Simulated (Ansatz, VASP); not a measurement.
Al: VASP beside Ansatz

Contents of INCAR:

```
SYSTEM = Al
PREC = Accurate
ENCUT = 500
EDIFF = 1E-6
ISMEAR = 0
SIGMA = 0.1
LREAL = .False.
LASPH = .True.
NELM = 120
ALGO = Normal
ISIF = 2
LWAVE = .False.
LCHARG = .False.
GGA = PS
NBANDS = 10
GGA_COMPAT = .False.
```

File KPOINTS:

```
regular mesh
0
Gamma
  9 9 6
  0 0 0
```

Contents of POSCAR:

```
Al
1.0
    2.8124553515      0.0000000000      0.0000000000
   -1.4062276757      2.4356577814      0.0000000000
    0.0000000000      0.0000000000      4.8668500000
Al
2
Direct
    0.6666666667      0.3333333333      0.7500000000
    0.3333333333      0.6666666667      0.2500000000
```

Input for Ansatz:

```yaml
crystal:
  lattice:
    - [2.8124553515, 0.0, 0.0]
    - [-1.4062276757, 2.4356577814, 0.0]
    - [0.0, 0.0, 4.86685]
  atoms:
    - { symbol: Al, position: [0.6666666667, 0.3333333333, 0.75] }
    - { symbol: Al, position: [0.3333333333, 0.6666666667, 0.25] }
basis:
  ecutwfc: 420
kpoints:
  mp_grid: { grid: [9, 9, 6] }
hamiltonian:
  xc: pbesol
scf:
  occupations: { method: gaussian, width: 0.1 }
output:
  forces: true
  stress: true
  eigenvalues: true
```

Alike in both runs: task single point; functional PBEsol; k mesh 9 × 9 × 6; occupations gaussian, width 0.1 eV; no spin polarisation.

|  | VASP | Ansatz |
| --- | --- | --- |
| version | VASP 6.6.1 | Ansatz 0.2.0 |
| potentials or method | VASP PAW PBE potentials, release 64 (Al), cutoff 500 eV | scalar-relativistic, plane waves, PAW |
| valence electrons in the cell | 6 | 6 |

```csv
,VASP,Ansatz,Ansatz less VASP
gap on the k mesh at the Fermi level (eV),none,none,-
pressure (GPa),-1.3,-1.3,-0.06
"traceless stress, the component that is largest in VASP (GPa)",-0.77,-0.76,+0.010
```

VASP's potentials were made for PBE, not for PBEsol. A gap of «none» marks a metal or a gap that the smearing closes.
